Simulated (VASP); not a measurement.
Input of a VASP 6.6.1 run:

The input POSCAR:

```
In
1.0
   -1.9072981498      1.9072981498      1.9072981498
    1.9072981498     -1.9072981498      1.9072981498
    1.9072981498      1.9072981498     -1.9072981498
In
1
Direct
    0.0000000000      0.0000000000      0.0000000000
```

INCAR.step1

```
PREC = Accurate
ENCUT = 520
EDIFF = 1E-5
ISMEAR = -1
SIGMA = 0.05
LREAL = False
LASPH = True
NELM = 80
ALGO = Normal
ISIF = 2
LWAVE = True
LCHARG = False
GGA = PE
NBANDS = 12
```

Contents of INCAR.step2:

```
PREC = Accurate
ENCUT = 520
EDIFF = 1E-6
ISMEAR = -1
SIGMA = 0.05
LREAL = False
LASPH = True
NELM = 80
ALGO = Normal
ISIF = 2
LWAVE = False
LCHARG = False
GGA = PE
LHFCALC = True
AEXX = 0.25
HFSCREEN = 0.3
PRECFOCK = Normal
ISTART = 1
NBANDS = 12
```

The input KPOINTS:

```
regular mesh
0
Gamma
  5 5 5
```

Potentials or basis: VASP PAW PBE potentials, release 64 (In_d).

Run with:

```bash
$ cat potpaw_PBE.64/In_d/POTCAR > POTCAR
$ cp INCAR.step1 INCAR
$ mpirun -np 1 vasp_std > vasp.out
$ cp INCAR.step2 INCAR
$ mpirun -np 1 vasp_std > vasp.out
```

(1) What does it give for the pressure?

Answers

(1) -1.7 GPa.

Caveat: the k points lie up to 0.47 Å⁻¹ apart; the PAW data sets were made with another functional, which shifts forces and pressure a little.
